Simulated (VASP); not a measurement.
# Cu (I4/mmm) in VASP: single point with LDA

Aim: the single point of Cu with LDA.

Everything below comes from runs of VASP 6.6.1. Logs are shortened: lines on timing, memory, paths and dates and some standing lists are left out, and cuts for length are marked.

### 1 The cell of the first run

It takes space group I4/mmm (No. 139, tetragonal). Conventional cell: a = 2.886 Å, b = 2.886 Å, c = 2.752 Å, α = 90.00°, β = 90.00°, γ = 90.00°. Within 3.2 Å of Cu (site symmetry 4/mmm) lie 14 Cu at 2.46 to 2.89 Å.

### 2 Single point, LDA

Input file INCAR:

```
PREC     = Accurate       # precision mode
ENCUT    = 600            # plane-wave cutoff, eV
EDIFF    = 1E-6           # SCF threshold, eV
ISMEAR   = 1              # smearing method
SIGMA    = 0.3            # smearing width, eV
LREAL    = F              # projectors in reciprocal space
LASPH    = T              # aspherical terms in the spheres
NELM     = 120            # most SCF steps
ALGO     = Normal         # electronic algorithm
ISIF     = 2              # what is computed and relaxed
LWAVE    = F              # write WAVECAR
LCHARG   = F              # write CHGCAR
NBANDS   = 12             # bands
GGA_COMPAT= F
```

Input file KPOINTS:

```
regular mesh
0
Gamma
  7 7 7
```

Input file POSCAR:

```
Cu
1.0
   -1.4427933200      1.4427933200      1.3760814500
    1.4427933200     -1.4427933200      1.3760814500
    1.4427933200      1.4427933200     -1.3760814500
Cu
1
Direct
    0.0000000000      0.0000000000      0.0000000000
```

Potentials or basis: VASP PAW LDA potentials, release 64 (Cu).

Command:

```console
$ cat potpaw_LDA.64/Cu/POTCAR > POTCAR
$ mpirun -np 1 vasp_std > vasp.out
```

OUTCAR:

```text
PREC = Accurate
   ENCUT = 600
   EDIFF = 1E-6
   ISMEAR = 1
   LREAL = F
   LASPH = T
   NELM = 120
   ISIF = 2

 ion  position               nearest neighbor table
   1  0.000  0.000  0.000-

  LATTYP: Found a body centered tetragonal cell.
 ALAT       =     2.8855866400
 C/A-ratio  =     0.9537620052

  Lattice vectors:

 A1 = (  -1.4427933200,   1.4427933200,   1.3760814500)
 A2 = (   1.4427933200,  -1.4427933200,   1.3760814500)
 A3 = (   1.4427933200,   1.4427933200,  -1.3760814500)

Analysis of symmetry for initial positions (statically):
=====================================================================
 Subroutine PRICEL returns:
 Original cell was already a primitive cell.

 Routine SETGRP: Setting up the symmetry group for a
 body centered tetragonal supercell.

 Subroutine GETGRP returns: Found 16 space group operations
 (whereof 16 operations were pure point group operations)
 out of a pool of 16 trial point group operations.

The static configuration has the point symmetry D_4h.

Analysis of symmetry for dynamics (positions and initial velocities):
=====================================================================
 Subroutine PRICEL returns:
 Original cell was already a primitive cell.

 Routine SETGRP: Setting up the symmetry group for a
 body centered tetragonal supercell.

 Subroutine GETGRP returns: Found 16 space group operations
 (whereof 16 operations were pure point group operations)
 out of a pool of 16 trial point group operations.

The dynamic configuration has the point symmetry D_4h.

 Subroutine INISYM returns: Found 16 space group operations
 (whereof 16 operations are pure point group operations),
 and found     1 'primitive' translations

----------------------------------------------------------------------------------------

                                     Primitive cell

  volume of cell :      11.4581

  direct lattice vectors                    reciprocal lattice vectors
    -1.442793320  1.442793320  1.376081450     0.000000000  0.346549983  0.363350585
     1.442793320 -1.442793320  1.376081450     0.346549983  0.000000000  0.363350585
     1.442793320  1.442793320 -1.376081450     0.346549983  0.346549983  0.000000000

  length of vectors
     2.461078074  2.461078074  2.461078074     0.502116060  0.502116060  0.490095685

  position of ions in fractional coordinates (direct lattice)
     0.000000000  0.000000000  0.000000000

  ion indices of the primitive-cell ions
   primitive index   ion index
                 1           1

----------------------------------------------------------------------------------------

 KPOINTS: regular mesh

Automatic generation of k-mesh.
 Grid dimensions read from file:
 generate k-points for:    7    7    7

 Generating k-lattice:

  Cartesian coordinates                     Fractional coordinates (reciprocal lattice)
     0.000000000  0.049507140  0.051907226     0.142857143 -0.000000000  0.000000000
     0.049507140  0.000000000  0.051907226    -0.000000000  0.142857143  0.000000000
     0.049507140  0.049507140  0.000000000     0.000000000  0.000000000  0.142857143

  Length of vectors
     0.071730866  0.071730866  0.070013669

  Shift w.r.t. Gamma in fractional coordinates (k-lattice)
     0.000000000  0.000000000  0.000000000

 Subroutine IBZKPT returns following result:
 ===========================================

 Found     40 irreducible k-points:

 Following reciprocal coordinates:
            Coordinates               Weight
  0.000000  0.000000  0.000000      1.000000
  0.142857  0.000000 -0.000000      8.000000
  0.285714  0.000000  0.000000      8.000000
  0.428571  0.000000 -0.000000      8.000000
  0.142857  0.142857 -0.000000      8.000000
  0.285714  0.142857 -0.000000     16.000000
[... 16 lines left out ...]
 -0.142857  0.285714  0.142857      8.000000
 -0.428571  0.428571  0.142857      8.000000
 [... further k-points ...]
   k-points           NKPTS =     40   k-points in BZ     NKDIM =     40   number of bands    NBANDS=     12
   number of dos      NEDOS =    301   number of ions     NIONS =      1
   total plane-waves  NPLWV =   8000
   dimension x,y,z NGX =    20 NGY =   20 NGZ =   20
   dimension x,y,z NGXF=    40 NGYF=   40 NGZF=   40
   ions per type =               1
   NGX,Y,Z   is equivalent  to a cutoff of  13.51, 13.51, 13.51 a.u.
   NGXF,Y,Z  is equivalent  to a cutoff of  27.02, 27.02, 27.02 a.u.
 SYSTEM =  unknown system
   PREC   = accura    normal or accurate (medium, high low for compatibility)
   ISTART =      0    job   : 0-new  1-cont  2-samecut
   ICHARG =      2    charge: 1-file 2-atom 10-const
   ISPIN  =      1    spin polarized calculation?
   LNONCOLLINEAR =      F non collinear calculations
   LSORBIT =      F    spin-orbit coupling
   LASPH  =      T    aspherical Exc in radial PAW
   ENCUT  =  600.0 eV  44.10 Ry    6.64 a.u.   4.92  4.92  4.92*2*pi/ulx,y,z
   NELM   =    120;   NELMIN=  2; NELMDL= -5     # of ELM steps
   EDIFF  = 0.1E-05   stopping-criterion for ELM
   LREAL  =      F    real-space projection
   EDIFFG = 0.1E-04   stopping-criterion for IOM
   NSW    =      0    number of steps for IOM
   IBRION =     -1    ionic relax: 0-MD 1-quasi-New 2-CG
   NFREE  =      0    steps in history (QN), initial steepest desc. (CG)
   ISIF   =      2    stress and relaxation
   ISYM   =      2    0-nonsym 1-usesym 2-fastsym
   POTIM  = 0.5000    time-step for ionic-motion
   TEBEG  =    0.0;   TEEND  =   0.0 temperature during run
   PSTRESS=    0.0 pullay stress
   NELECT =      11.0000    total number of electrons
   NUPDOWN=      -1.0000    fix difference up-down
   EMIN   =  10.00;   EMAX   =-10.00  energy-range for DOS
   EFERMI =   0.00;   METHOD = LEGACY
   ISMEAR =     1;   SIGMA  =   0.30  broadening in eV -4-tet -1-fermi 0-gaus
   EFERMI_NEDOS =   21; number of points for ismear=-14 and -15
   IALGO  =     38    algorithm
   IMIX   =      4    mixing-type and parameters
     AMIX     =   0.40;   BMIX     =  1.00
     AMIX_MAG =   1.60;   BMIX_MAG =  1.00
  volume/ion in A,a.u.               =      11.46        77.32
  Fermi-wavevector in a.u.,A,eV,Ry     =   1.614984  3.051878 35.486359  2.608174
  Thomas-Fermi vector in A             =   2.709805
   LORBIT       =      0    0 simple, 1 ext, 2 COOP (PROOUT), +10 PAW based schemes
   GGA     = CA    functional components
   LHFCALC =     F    Hartree Fock is set to
   AEXX    =    0.0000 exact exchange contribution
   IVDW    =     0    specifies the selected vdW correction
   LEPSILON=     F    determine dielectric tensor
   LRPA    =     F    only Hartree local field effects (RPA)
 non-spin polarized calculation
 Methfessel and Paxton  Order N= 1 SIGMA  =   0.30
  energy-cutoff  :      600.00
  volume of cell :       11.46
 maximum number of plane-waves:       396
   NGX =  9   NGY =  9   NGZ =  9

 number of electron      11.0000000 magnetization

 Free energy of the ion-electron system (eV)
  ---------------------------------------------------
  ext. energy  EPLUGINS =         0.00000000
  ---------------------------------------------------
  free energy    TOTEN  =        -4.67124427 eV

  energy without entropy =       -4.66743863  energy(sigma->0) =       -4.66997572

 E-fermi :   7.7029     XC(G=0): -13.2795

 val. band max:        7.6624461038   @ k =  -0.4286   0.4286   0.1429
 cond. band min:       7.8260099119   @ k =  -0.1429   0.4286   0.1429
 fundamental gap:      0.1635638081
 Fermi energy:         7.7028640588

 k-point     1 :       0.0000    0.0000    0.0000
  band No.  band energies     occupation
      1      -1.8504      2.00000
      2       4.3807      2.00000
      3       4.5637      2.00000
      4       4.5637      2.00000
      5       5.4422      2.00000
      6       5.6815      2.00000
      7      32.6534      0.00000
      8      32.6534      0.00000
      9      33.9160      0.00000
     10      36.4528      0.00000
     11      36.4528      0.00000
     12      36.7299      0.00000

 k-point     2 :       0.1429    0.0000   -0.0000
  band No.  band energies     occupation
      1      -1.0460      2.00000
      2       4.3065      2.00000
      3       4.5290      2.00000
      4       4.7925      2.00000
      5       5.4433      2.00000
      6       5.5985      2.00000
      7      27.7045      0.00000
      8      30.5655      0.00000
      9      31.0155      0.00000
     10      32.2410      0.00000
     11      33.8740      0.00000
     12      36.0697      0.00000

 k-point     3 :       0.2857    0.0000    0.0000
  band No.  band energies     occupation
      1       1.0518      2.00000
      2       3.9769      2.00000
      3       4.5150      2.00000
      4       5.4878      2.00000
      5       5.5436      2.00000
      6       5.6167      2.00000
      7      20.0438      0.00000
      8      27.2091      0.00000
      9      27.6975      0.00000
     10      30.0071      0.00000
     11      32.5739      0.00000
     12      38.6944      0.00000

 k-point     4 :       0.4286    0.0000   -0.0000
  band No.  band energies     occupation
      1       2.4327      2.00000
      2       3.7139      2.00000
      3       5.5350      2.00000
      4       5.7293      2.00000
      5       6.2369      2.00000
      6       6.3194      2.00000
      7      13.7811      0.00000
      8      25.3262      0.00000
      9      25.3800      0.00000
     10      29.2260      0.00000
     11      32.1993      0.00000
     12      41.6100      0.00000

 k-point     5 :       0.1429    0.1429   -0.0000
  band No.  band energies     occupation
      1       0.4741      2.00000
      2       4.1541      2.00000
      3       4.2708      2.00000
      4       5.4072      2.00000
      5       5.4182      2.00000
      6       5.6595      2.00000
      7      23.7758      0.00000
      8      24.3347      0.00000
      9      27.9161      0.00000
     10      32.6570      0.00000
     11      34.8233      0.00000
     12      36.6178      0.00000
[... 228 lines left out ...]
      1       3.2968      2.00000
      2       3.7710      2.00000
      3       4.1848      2.00000
      4       5.5704      2.00000
      5       5.6629      2.00000
      6       9.1694     -0.00000
      7      14.2726      0.00000
      8      19.6934      0.00000
      9      19.8293      0.00000
     10      39.3013      0.00000
     11      41.4914      0.00000
     12      43.1109      0.00000

 k-point    22 :      -0.2857    0.2857    0.1429
  band No.  band energies     occupation
      1       1.5400      2.00000
      2       4.3276      2.00000
      3       4.4652      2.00000
      4       4.9762      2.00000
      5       5.5153      2.00000
      6       5.9640      2.00000
      7      19.7505      0.00000
      8      25.4573      0.00000
      9      26.7278      0.00000
     10      29.5325      0.00000
     11      35.6847      0.00000
     12      37.1655      0.00000

 k-point    23 :      -0.1429    0.2857    0.1429
  band No.  band energies     occupation
      1       1.5774      2.00000
      2       4.3057      2.00000
      3       4.3389      2.00000
      4       5.1411      2.00000
      5       5.5066      2.00000
      6       5.9707      2.00000
      7      21.0176      0.00000
      8      23.7862      0.00000
      9      25.2789      0.00000
     10      31.4226      0.00000
     11      35.0684      0.00000
     12      37.1609      0.00000

 k-point    24 :      -0.4286    0.4286    0.1429
  band No.  band energies     occupation
      1       2.7931      2.00000
      2       4.2822      2.00000
      3       4.3917      2.00000
      4       5.1828      2.00000
      5       6.1753      2.00000
      6       7.6624      1.22575
      7      13.6149     -0.00000
      8      23.5621      0.00000
      9      25.4883      0.00000
     10      32.5675      0.00000
     11      34.4837      0.00000
     12      36.0435      0.00000

 [... further k-points ...]
[... 5 lines left out ...]
  --------------------------------------------------------------------------------------
  -------------------------------------------------------------------------------------
  Total       -0.3363104     -0.3363104     -0.7486628      0.0000000     -0.0000000      0.0000000
  in kB      -47.0260477    -47.0260477   -104.6849935      0.0000000     -0.0000000      0.0000000
  external PRESSURE =     -66.2456963 kB  Pullay stress =       0.0000000 kB

 VOLUME and BASIS-vectors are now :
 -----------------------------------------------------------------------------
  energy-cutoff  :      600.00
  volume of cell :       11.46
      direct lattice vectors                 reciprocal lattice vectors
    -1.442793320  1.442793320  1.376081450     0.000000000  0.346549983  0.363350585
     1.442793320 -1.442793320  1.376081450     0.346549983  0.000000000  0.363350585
     1.442793320  1.442793320 -1.376081450     0.346549983  0.346549983  0.000000000

 POSITION                                       TOTAL-FORCE (eV/Angst)
 -----------------------------------------------------------------------------------
      0.00000      0.00000      0.00000        -0.000000      0.000000     -0.000000
 -----------------------------------------------------------------------------------
    total drift:                                0.000000     -0.000000      0.000000

  FREE ENERGIE OF THE ION-ELECTRON SYSTEM (eV)
  ---------------------------------------------------
  free  energy   TOTEN  =        -4.6712442708 eV

  energy  without entropy=       -4.6674386261  energy(sigma->0) =       -4.66997572
```

It took 4 s on 1 thread of Intel Xeon Platinum 8375C at 2.90GHz (Ice Lake), shared host; peak memory 0.12 GiB.

Results:

| Item | Value |
| --- | --- |
| Free energy | -4.6712 eV |
| Pressure | -6.6 GPa |

Caveat: the k points lie up to 0.45 Å⁻¹ apart.
